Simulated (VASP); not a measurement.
Input of a VASP 6.6.1 run:

INCAR

```
SYSTEM = HfC
ALGO = Normal
EDIFF = 1E-6
ENCUT = 520
GGA = PE
ISIF = 2
ISMEAR = -1
LASPH = .True.
LCHARG = .False.
LREAL = .False.
LWAVE = .False.
NBANDS = 14
NELM = 60
PREC = Accurate
SIGMA = 0.1
```

File KPOINTS:

```
k-points
0
Gamma
  8 8 8
  0 0 0
```

POSCAR

```
HfC
1.0
    0.0000000000      2.3250000000      2.3250000000
    2.3250000000      0.0000000000      2.3250000000
    2.3250000000      2.3250000000      0.0000000000
Hf C
1 1
Direct
    0.0000000000      0.0000000000      0.0000000000
    0.5000000000      0.5000000000      0.5000000000
```

Potentials or basis: VASP PAW PBE potentials, release 64 (Hf_pv, C).

Command:

```console
$ cat potpaw_PBE.64/Hf_pv/POTCAR potpaw_PBE.64/C/POTCAR > POTCAR
$ mpirun -np 1 vasp_std > vasp.out
```

**Question.** What does it give for the band gap on the k mesh?

**Answer.** Zero (band 7 reaches 6.95 eV, above the bottom of band 8 at 5.53 eV).

**Question.** Estimate the pressure.

**Answer.** -0.5 GPa.

Caveat: spin-orbit coupling is left out, which moves the levels of the heavy elements.
